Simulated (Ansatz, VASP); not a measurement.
**Two plane-wave programs on MgO**

Contents of INCAR:

```
SYSTEM = MgO
PREC = Accurate ; ENCUT = 600
EDIFF = 1E-6 ; ISMEAR = 0
SIGMA = 0.02 ; LREAL = .FALSE.
LASPH = .TRUE. ; NELM = 120
ALGO = Normal ; ISIF = 2
LWAVE = .FALSE. ; LCHARG = .TRUE.
GGA = CA ; LELF = .TRUE.
LVHAR = .TRUE. ; NBANDS = 11
GGA_COMPAT = .FALSE.
```

File KPOINTS:

```
Automatic mesh
0
G
  10 10 10
  0 0 0
```

The input POSCAR:

```
MgO
1.0
    0.0000000000      2.1001973465      2.1001973465
    2.1001973465      0.0000000000      2.1001973465
    2.1001973465      2.1001973465      0.0000000000
Mg O
1 1
Direct
    0.0000000000      0.0000000000      0.0000000000
    0.5000000000      0.5000000000      0.5000000000
```

Input for Ansatz:

```yaml
crystal:
  lattice:
    - [0.0, 2.1001973465, 2.1001973465]
    - [2.1001973465, 0.0, 2.1001973465]
    - [2.1001973465, 2.1001973465, 0.0]
  atoms:
    - { symbol: Mg, position: [0.0, 0.0, 0.0] }
    - { symbol: O, position: [0.5, 0.5, 0.5] }
basis:
  ecutwfc: 420
kpoints:
  mp_grid: { grid: [10, 10, 10] }
hamiltonian:
  xc: lda
  pseudopotentials: { kind: paw }
scf:
  occupations: { method: gaussian, width: 0.02 }
output:
  forces: true
  stress: true
  eigenvalues: true
  write_density: true
  write_potential: true
  elf: true
  volumetric_format: npy
```

Alike in both runs: task single point; functional LDA; k mesh 10 × 10 × 10; occupations gaussian, width 0.02 eV; no spin polarisation.

|  | VASP | Ansatz |
| --- | --- | --- |
| version | VASP 6.6.1 | Ansatz 0.2.0 |
| potentials or method | VASP PAW LDA potentials, release 64 (Mg, O), cutoff 600 eV | scalar-relativistic, plane waves, PAW |
| valence electrons in the cell | 8 | 16 |

```tsv
	VASP	Ansatz	Ansatz less VASP
gap on the k mesh at the Fermi level (eV)	4.74	4.74	-0.001
least direct gap on the mesh (eV)	4.74	4.74	-0.001
pressure (GPa)	-6.7	-4.8	+1.92
```

LDA's correlation is that of Perdew and Zunger in VASP and of Perdew and Wang (1992) in Ansatz. VASP's potentials hold 8 valence electrons a cell and Ansatz's 16, so a difference there can come from the potentials and not from the codes.
